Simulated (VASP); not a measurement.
Runs of VASP 6.6.1 on ZrC. The structure is that of space group P6_3/mmc (No. 194), or close to it. The cells are those of the table. 

```csv
cell,gap on the mesh (eV),pressure (GPa)
"a = 3.403, b = 3.403, c = 5.308 Å, angles 90.0, 90.0, 120.0°, 4 atoms",none,-4.2
"a = 3.469, b = 3.469, c = 5.411 Å, angles 90.0, 90.0, 120.0°, 4 atoms",none,(a)
"a = 3.436, b = 3.436, c = 5.360 Å, angles 90.0, 90.0, 120.0°, 4 atoms",none,-9.9
"a = 3.369, b = 3.369, c = 5.255 Å, angles 90.0, 90.0, 120.0°, 4 atoms",none,2.5
"a = 3.334, b = 3.334, c = 5.200 Å, angles 90.0, 90.0, 120.0°, 4 atoms",none,(b)
```

Alike in all rows: task single point; level r2SCAN; potentials or basis VASP PAW PBE potentials, release 64 (Zr_sv, C); no spin polarisation; k mesh 8 × 8 × 5; cutoff (eV) 520; smearing methfessel-paxton 0.1 eV.

Problem. Fill in the values left out.

Solution. (a) -14.9; (b) 10.4.

Caveats: the PAW data sets were made with another functional, which shifts forces and pressure a little; the cell stands under tension (at least some runs); the cell stands under pressure (at least some runs).

A k mesh can miss the band edges, and the runs leave out spin-orbit coupling on Zr.

A gap of «none» marks levels without a gap at the run's occupations.
